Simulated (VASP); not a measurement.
# Pd in VASP: a series of runs

Pd is run at these levels: PBEsol; tasks: relaxation of cell and atoms.

Everything below comes from runs of VASP 6.6.1. Logs are shortened: lines on timing, memory, paths and dates and some standing lists are left out, and cuts for length are marked.

## (1) The cell of the first run

It takes space group Fm-3m (No. 225, cubic). The conventional cell has a = 3.869 Å, b = 3.869 Å, c = 3.869 Å, α = 90.00°, β = 90.00°, γ = 90.00°. Within 3.6 Å of Pd (site symmetry m-3m) lie 12 Pd at 2.74 Å.

## (2) Relaxation of cell and atoms, PBEsol

INCAR

```
SYSTEM = Pd
PREC = Accurate
ENCUT = 500
EDIFF = 1E-7
ISMEAR = 0
SIGMA = 0.1
LREAL = .False.
LASPH = .True.
NELM = 120
ALGO = Normal
ISIF = 3
LWAVE = .False.
LCHARG = .False.
GGA = PS
IBRION = 2
NSW = 90
EDIFFG = -0.04
GGA_COMPAT = .False.
NELMIN = 4
```

KPOINTS

```
Automatic mesh
0
Gamma
  8 8 8
  0 0 0
```

POSCAR

```
Pd
1.0
    0.0000000000      1.9344268699      1.9344268699
    1.9344268699      0.0000000000      1.9344268699
    1.9344268699      1.9344268699      0.0000000000
Pd
1
Direct
    0.5000000000      0.5000000000      0.5000000000
```

Potentials or basis: VASP PAW PBE potentials, release 64 (Pd).

Run with:

```sh
$ cat potpaw_PBE.64/Pd/POTCAR > POTCAR
$ mpirun -np 1 vasp_std > vasp.out
```

OUTCAR:

```text
SYSTEM = Pd
   PREC = Accurate
   ENCUT = 500
   EDIFF = 1E-7
   ISMEAR = 0
   LREAL = .False.
   LASPH = .True.
   NELM = 120
   ISIF = 3
   GGA = PS
   IBRION = 2
   NSW = 90
   EDIFFG = -0.04
   NELMIN = 4

 ion  position               nearest neighbor table
   1  0.500  0.500  0.500-

  LATTYP: Found a face centered cubic cell.
 ALAT       =     3.8688537398

  Lattice vectors:

 A1 = (   0.0000000000,   1.9344268699,   1.9344268699)
 A2 = (   1.9344268699,   0.0000000000,   1.9344268699)
 A3 = (   1.9344268699,   1.9344268699,   0.0000000000)

Analysis of symmetry for initial positions (statically):
=====================================================================
 Subroutine PRICEL returns:
 Original cell was already a primitive cell.

 Routine SETGRP: Setting up the symmetry group for a
 face centered cubic supercell.

 Subroutine GETGRP returns: Found 48 space group operations
 (whereof 48 operations were pure point group operations)
 out of a pool of 48 trial point group operations.

The static configuration has the point symmetry O_h .

Analysis of symmetry for dynamics (positions and initial velocities):
=====================================================================
 Subroutine PRICEL returns:
 Original cell was already a primitive cell.

 Routine SETGRP: Setting up the symmetry group for a
 face centered cubic supercell.

 Subroutine GETGRP returns: Found 48 space group operations
 (whereof 48 operations were pure point group operations)
 out of a pool of 48 trial point group operations.

The dynamic configuration has the point symmetry O_h .

 Subroutine INISYM returns: Found 48 space group operations
 (whereof 48 operations are pure point group operations),
 and found     1 'primitive' translations

----------------------------------------------------------------------------------------

                                     Primitive cell

  volume of cell :      14.4773

  direct lattice vectors                    reciprocal lattice vectors
     0.000000000  1.934426870  1.934426870    -0.258474491  0.258474491  0.258474491
     1.934426870  0.000000000  1.934426870     0.258474491 -0.258474491  0.258474491
     1.934426870  1.934426870  0.000000000     0.258474491  0.258474491 -0.258474491

  length of vectors
     2.735692715  2.735692715  2.735692715     0.447690950  0.447690950  0.447690950

  position of ions in fractional coordinates (direct lattice)
     0.500000000  0.500000000  0.500000000

  ion indices of the primitive-cell ions
   primitive index   ion index
                 1           1

----------------------------------------------------------------------------------------

 KPOINTS: Automatic mesh

Automatic generation of k-mesh.
 Grid dimensions read from file:
 generate k-points for:    8    8    8

 Generating k-lattice:

  Cartesian coordinates                     Fractional coordinates (reciprocal lattice)
    -0.032309311  0.032309311  0.032309311     0.125000000  0.000000000  0.000000000
     0.032309311 -0.032309311  0.032309311     0.000000000  0.125000000  0.000000000
     0.032309311  0.032309311 -0.032309311     0.000000000  0.000000000  0.125000000

  Length of vectors
     0.055961369  0.055961369  0.055961369

  Shift w.r.t. Gamma in fractional coordinates (k-lattice)
     0.000000000  0.000000000  0.000000000

 Subroutine IBZKPT returns following result:
 ===========================================

 Found     29 irreducible k-points:

 Following reciprocal coordinates:
            Coordinates               Weight
  0.000000  0.000000  0.000000      1.000000
  0.125000  0.000000  0.000000      8.000000
  0.250000  0.000000  0.000000      8.000000
  0.375000  0.000000  0.000000      8.000000
  0.500000  0.000000  0.000000      4.000000
  0.125000  0.125000  0.000000      6.000000
[... 16 lines left out ...]
  0.500000  0.250000  0.125000     48.000000
 -0.375000  0.250000  0.125000     24.000000
 [... further k-points ...]
   k-points           NKPTS =     29   k-points in BZ     NKDIM =     29   number of bands    NBANDS=      9
   number of dos      NEDOS =    301   number of ions     NIONS =      1
   total plane-waves  NPLWV =   8000
   dimension x,y,z NGX =    20 NGY =   20 NGZ =   20
   dimension x,y,z NGXF=    40 NGYF=   40 NGZF=   40
   ions per type =               1
   NGX,Y,Z   is equivalent  to a cutoff of  12.15, 12.15, 12.15 a.u.
   NGXF,Y,Z  is equivalent  to a cutoff of  24.31, 24.31, 24.31 a.u.
 SYSTEM =  Pd
   PREC   = accura    normal or accurate (medium, high low for compatibility)
   ISTART =      0    job   : 0-new  1-cont  2-samecut
   ICHARG =      2    charge: 1-file 2-atom 10-const
   ISPIN  =      1    spin polarized calculation?
   LNONCOLLINEAR =      F non collinear calculations
   LSORBIT =      F    spin-orbit coupling
   LASPH  =      T    aspherical Exc in radial PAW
   ENCUT  =  500.0 eV  36.75 Ry    6.06 a.u.   4.99  4.99  4.99*2*pi/ulx,y,z
   NELM   =    120;   NELMIN=  4; NELMDL= -5     # of ELM steps
   EDIFF  = 0.1E-06   stopping-criterion for ELM
   LREAL  =      F    real-space projection
   EDIFFG = -.4E-01   stopping-criterion for IOM
   NSW    =     90    number of steps for IOM
   IBRION =      2    ionic relax: 0-MD 1-quasi-New 2-CG
   NFREE  =      1    steps in history (QN), initial steepest desc. (CG)
   ISIF   =      3    stress and relaxation
   ISYM   =      2    0-nonsym 1-usesym 2-fastsym
   POTIM  = 0.5000    time-step for ionic-motion
   TEBEG  =    0.0;   TEEND  =   0.0 temperature during run
   PSTRESS=    0.0 pullay stress
   NELECT =      10.0000    total number of electrons
   NUPDOWN=      -1.0000    fix difference up-down
   EMIN   =  10.00;   EMAX   =-10.00  energy-range for DOS
   EFERMI =   0.00;   METHOD = LEGACY
   ISMEAR =     0;   SIGMA  =   0.10  broadening in eV -4-tet -1-fermi 0-gaus
   EFERMI_NEDOS =   21; number of points for ismear=-14 and -15
   IALGO  =     38    algorithm
   IMIX   =      4    mixing-type and parameters
     AMIX     =   0.40;   BMIX     =  1.00
     AMIX_MAG =   1.60;   BMIX_MAG =  1.00
  volume/ion in A,a.u.               =      14.48        97.70
  Fermi-wavevector in a.u.,A,eV,Ry     =   1.447147  2.734710 28.493772  2.094233
  Thomas-Fermi vector in A             =   2.565135
   LORBIT       =      0    0 simple, 1 ext, 2 COOP (PROOUT), +10 PAW based schemes
   GGA     = PS    functional components
   LHFCALC =     F    Hartree Fock is set to
   AEXX    =    0.0000 exact exchange contribution
   IVDW    =     0    specifies the selected vdW correction
   LEPSILON=     F    determine dielectric tensor
   LRPA    =     F    only Hartree local field effects (RPA)
 conjugate gradient relaxation of ions
 non-spin polarized calculation
 Gauss-broadening in eV      SIGMA  =   0.10
  energy-cutoff  :      500.00
  volume of cell :       14.48
 maximum number of plane-waves:       380
   NGX =  9   NGY =  9   NGZ =  9

--------------------------------------- Ionic step        1  -------------------------------------------

 number of electron      10.0000003 magnetization

 Free energy of the ion-electron system (eV)
  ---------------------------------------------------
  ext. energy  EPLUGINS =         0.00000000
  ---------------------------------------------------
  free energy    TOTEN  =        -5.94014123 eV

  energy without entropy =       -5.92769517  energy(sigma->0) =       -5.93391820

 E-fermi :  10.0503     XC(G=0): -13.4906

 val. band max:       10.0057715976   @ k =  -0.3750   0.3750   0.1250
 cond. band min:      10.0574019257   @ k =   0.5000   0.2500   0.0000
 fundamental gap:      0.0516303280
 Fermi energy:        10.0503070885

 k-point     1 :       0.0000    0.0000    0.0000
  band No.  band energies     occupation
      1       2.5527      2.00000
      2       7.0351      2.00000
      3       7.0351      2.00000
      4       7.0351      2.00000
      5       8.7146      2.00000
      6       8.7146      2.00000
      7      27.0746      0.00000
      8      31.9456      0.00000
      9      31.9456      0.00000

 k-point     2 :       0.1250    0.0000    0.0000
  band No.  band energies     occupation
      1       3.1100      2.00000
      2       6.8562      2.00000
      3       7.2133      2.00000
      4       7.2133      2.00000
      5       8.6437      2.00000
      6       8.6437      2.00000
      7      27.5581      0.00000
      8      29.2367      0.00000
      9      32.5988      0.00000
[... 321 lines left out ...]
 POSITION                                       TOTAL-FORCE (eV/Angst)
 -----------------------------------------------------------------------------------
      1.94881      1.94881      1.94881         0.000000     -0.000000      0.000000
 -----------------------------------------------------------------------------------
    total drift:                                0.000000      0.000000      0.000000

  FREE ENERGIE OF THE ION-ELECTRON SYSTEM (eV)
  ---------------------------------------------------
  free  energy   TOTEN  =        -5.9390203916 eV

  energy  without entropy=       -5.9266948010  energy(sigma->0) =       -5.93285760

--------------------------------------- Ionic step        3  -------------------------------------------

 number of electron      10.0000001 magnetization

 Free energy of the ion-electron system (eV)
  ---------------------------------------------------
  ext. energy  EPLUGINS =         0.00000000
  ---------------------------------------------------
  free energy    TOTEN  =        -5.94077416 eV

  energy without entropy =       -5.92837503  energy(sigma->0) =       -5.93457459

 E-fermi :   9.9062     XC(G=0): -13.4388

 val. band max:        9.8614877332   @ k =  -0.3750   0.3750   0.1250
 cond. band min:       9.9121061823   @ k =   0.5000   0.2500   0.0000
 fundamental gap:      0.0506184490
 Fermi energy:         9.9062067398

 k-point     1 :       0.0000    0.0000    0.0000
  band No.  band energies     occupation
      1       2.4755      2.00000
      2       6.9310      2.00000
      3       6.9310      2.00000
      4       6.9310      2.00000
      5       8.5879      2.00000
      6       8.5879      2.00000
      7      26.9292      0.00000
      8      31.7525      0.00000
      9      31.7525      0.00000

 k-point     2 :       0.1250    0.0000    0.0000
  band No.  band energies     occupation
      1       3.0288      2.00000
      2       6.7548      2.00000
      3       7.1070      2.00000
      4       7.1070      2.00000
      5       8.5183      2.00000
      6       8.5183      2.00000
      7      27.3931      0.00000
      8      29.0496      0.00000
      9      32.3916      0.00000
[... 286 lines left out ...]
 POSITION                                       TOTAL-FORCE (eV/Angst)
 -----------------------------------------------------------------------------------
      1.93979      1.93979      1.93979         0.000000     -0.000000     -0.000000
 -----------------------------------------------------------------------------------
    total drift:                                0.000000      0.000000      0.000000

  FREE ENERGIE OF THE ION-ELECTRON SYSTEM (eV)
  ---------------------------------------------------
  free  energy   TOTEN  =        -5.9407741563 eV

  energy  without entropy=       -5.9283750333  energy(sigma->0) =       -5.93457459

 reached required accuracy - stopping structural energy minimisation
```

Wall time 8.9 s (1 thread of Intel Xeon 6975P-C, shared host); peak memory 0.13 GiB.

What came out:

| Property | Result |
| --- | --- |
| Free energy | -5.9408 eV |
| Relaxed volume | 14.60 Å³/atom |
| Relaxed cell | a = 2.743 Å, b = 2.743 Å, c = 2.743 Å, α = 60.00°, β = 60.00°, γ = 60.00° |
| Space group after relaxing (to 0.05 Å) | Fm-3m (No. 225) |
| Energy gained by relaxing | 0.6 meV/atom |
| Ionic steps | 3 |
| Pressure after relaxing | 0.0 GPa |
| Band gap on the k mesh | zero (band 5 reaches 10.15 eV, above the bottom of band 6 at 8.52 eV) |

The path:
| step | energy change (eV) | largest force (eV/Å) | pressure (GPa) | volume (Å³) |
| --- | --- | --- | --- | --- |
| 1 | 0.0000 | 0.0000 | 1.71 | 14.48 |
| 2 | 0.0011 | 0.0000 | -2.70 | 14.80 |
| 3 | -0.0006 | 0.0000 | 0.00 | 14.60 |

Final structure:
```
Pd
1.0
     0.00000    1.93979    1.93979
     1.93979    0.00000    1.93979
     1.93979    1.93979    0.00000
Pd
1
Direct
  0.50000 0.50000 0.50000
```

Caveat: the PAW data sets were made with another functional, which shifts forces and pressure a little.

## (3) Relaxation of cell and atoms, PBEsol

This run uses another cell than the first one, of 15.64 Å³/atom, 1.080 times its volume.

INCAR

```
PREC     = Accurate       # precision mode
ENCUT    = 500            # plane-wave cutoff, eV
EDIFF    = 1E-7           # SCF threshold, eV
ISMEAR   = 0              # smearing method
SIGMA    = 0.1            # smearing width, eV
LREAL    = False          # projectors in reciprocal space
LASPH    = True           # aspherical terms in the spheres
NELM     = 120            # most SCF steps
ALGO     = Normal         # electronic algorithm
ISIF     = 3              # what is computed and relaxed
LWAVE    = False          # write WAVECAR
LCHARG   = False          # write CHGCAR
GGA      = PS             # functional
IBRION   = 2              # ionic algorithm
NSW      = 90             # ionic steps
EDIFFG   = -0.04          # ionic threshold
GGA_COMPAT= False        
NELMIN   = 4
```

KPOINTS

```
Automatic mesh
0
Gamma
  8 8 8
```

POSCAR

```
Pd
1.0
   -1.3696734646      1.3696734646      2.0837583665
    1.3696734646     -1.3696734646      2.0837583665
    1.3696734646      1.3696734646     -2.0837583665
Pd
1
Direct
    0.0000000000      0.0000000000      0.0000000000
```

Potentials or basis: VASP PAW PBE potentials, release 64 (Pd).

Run with:

```sh
$ cat potpaw_PBE.64/Pd/POTCAR > POTCAR
$ mpirun -np 1 vasp_std > vasp.out
```

OUTCAR:

```text
PREC = Accurate
   ENCUT = 500
   EDIFF = 1E-7
   ISMEAR = 0
   LREAL = False
   LASPH = True
   NELM = 120
   ISIF = 3
   GGA = PS
   IBRION = 2
   NSW = 90
   EDIFFG = -0.04
   NELMIN = 4

 ion  position               nearest neighbor table
   1  0.000  0.000  0.000-

  LATTYP: Found a body centered tetragonal cell.
 ALAT       =     2.7393469292
 C/A-ratio  =     1.5213541186

  Lattice vectors:

 A1 = (  -1.3696734646,   1.3696734646,   2.0837583665)
 A2 = (   1.3696734646,  -1.3696734646,   2.0837583665)
 A3 = (   1.3696734646,   1.3696734646,  -2.0837583665)

Analysis of symmetry for initial positions (statically):
=====================================================================
 Subroutine PRICEL returns:
 Original cell was already a primitive cell.

 Routine SETGRP: Setting up the symmetry group for a
 body centered tetragonal supercell.

 Subroutine GETGRP returns: Found 16 space group operations
 (whereof 16 operations were pure point group operations)
 out of a pool of 16 trial point group operations.

The static configuration has the point symmetry D_4h.

Analysis of symmetry for dynamics (positions and initial velocities):
[... 166 lines left out ...]
  -------------------------------------------------------------------------------------
  Total       -0.9791734     -0.9791734     -1.3441141      0.0000000      0.0000000      0.0000000
  in kB     -100.3295285   -100.3295285   -137.7226233      0.0000000      0.0000000      0.0000000
  external PRESSURE =    -112.7938934 kB  Pullay stress =       0.0000000 kB
[... 22 lines left out ...]
--------------------------------------- Ionic step        2  -------------------------------------------

 number of electron       9.9999999 magnetization

 E-fermi :  11.6355     XC(G=0): -14.0404

 val. band max:       11.6212551757   @ k =   0.5000   0.1250   0.0000
 cond. band min:      11.6662713179   @ k =   0.5000  -0.0000   0.0000
 fundamental gap:      0.0450161422
 Fermi energy:        11.6355198227

 k-point     1 :       0.0000    0.0000    0.0000
  band No.  band energies     occupation
      1       3.4215      2.00000
      2       7.7622      2.00000
      3       8.3903      2.00000
      4       8.3903      2.00000
      5       9.7560      2.00000
      6      10.4124      2.00000
      7      28.6861      0.00000
      8      33.0053      0.00000
      9      34.5359      0.00000
[... 520 lines left out ...]
--------------------------------------- Ionic step        9  -------------------------------------------

 number of electron      10.0000000 magnetization

 Free energy of the ion-electron system (eV)
  ---------------------------------------------------
  ext. energy  EPLUGINS =         0.00000000
  ---------------------------------------------------
  free energy    TOTEN  =        -5.94147265 eV

  energy without entropy =       -5.92906302  energy(sigma->0) =       -5.93526784

 E-fermi :   9.9444     XC(G=0): -13.4525

 val. band max:        9.9012601179   @ k =  -0.3750   0.5000   0.1250
 cond. band min:       9.9500163926   @ k =   0.5000   0.2500   0.0000
 fundamental gap:      0.0487562747
 Fermi energy:         9.9443969879

 k-point     1 :       0.0000    0.0000    0.0000
  band No.  band energies     occupation
      1       2.4960      2.00000
      2       6.9548      2.00000
      3       6.9548      2.00000
      4       6.9659      2.00000
      5       8.6157      2.00000
      6       8.6271      2.00000
      7      26.9680      0.00000
      8      31.7946      0.00000
      9      31.8225      0.00000
[... 304 lines left out ...]
  FREE ENERGIE OF THE ION-ELECTRON SYSTEM (eV)
  ---------------------------------------------------
  free  energy   TOTEN  =        -5.9414726496 eV

  energy  without entropy=       -5.9290630245  energy(sigma->0) =       -5.93526784

 reached required accuracy - stopping structural energy minimisation
```

CONTCAR:

```text
Pd
   1.00000000000000
    -1.3711426540221732    1.3711426540221732    1.9368913119260465
     1.3711426540221732   -1.3711426540221732    1.9368913119260465
     1.3711426540221732    1.3711426540221732   -1.9368913119260465
  Pd
     1
Direct
     0.0000000000000000    0.0000000000000000    0.0000000000000000

  0.00000000E+00  0.00000000E+00  0.00000000E+00
```

Run time: 42 s. Hardware: 1 thread of Intel Xeon 6975P-C, shared host; peak memory 0.15 GiB.

Results:

```yaml
Free_energy: -5.9415 eV
Relaxed_volume: 14.57 Å³/atom
Relaxed_cell: a = 2.741 Å, b = 2.741 Å, c = 2.741 Å, α = 119.96°, β = 119.96°, γ = 90.06°
Space_group_after_relaxing_to_0.05_Å: Fm-3m (No. 225)
Energy_gained_by_relaxing: 49.2 meV/atom
Ionic_steps: 9
Pressure_after_relaxing: 0.4 GPa
Band_gap_on_the_k_mesh: zero (band 5 reaches 10.19 eV, above the bottom of band 6 at 8.56 eV)
```

The path:
```
step  energy change (eV)  largest force (eV/Å)  pressure (GPa)  volume (Å³)
   1              0.0000                0.0000          -11.28        15.64
   2              0.0489                0.0000           24.69        13.27
   3             -0.0410                0.0000           -0.02        14.61
   4             -0.0410                0.0000            0.25        14.59
   5             -0.0446                0.0000            0.23        14.58
   6             -0.0486                0.0000            0.26        14.58
   7             -0.0465                0.0000            0.96        14.53
   8             -0.0492                0.0000            0.43        14.56
   9             -0.0492                0.0000            0.39        14.57
```

Final structure:
```
CELL_PARAMETERS angstrom
-1.37114 1.37114 1.93689
1.37114 -1.37114 1.93689
1.37114 1.37114 -1.93689
ATOMIC_POSITIONS crystal
Pd 0.00000 0.00000 0.00000
```

Caveat: the k points lie up to 0.41 Å⁻¹ apart in the final cell; the PAW data sets were made with another functional, which shifts forces and pressure a little.
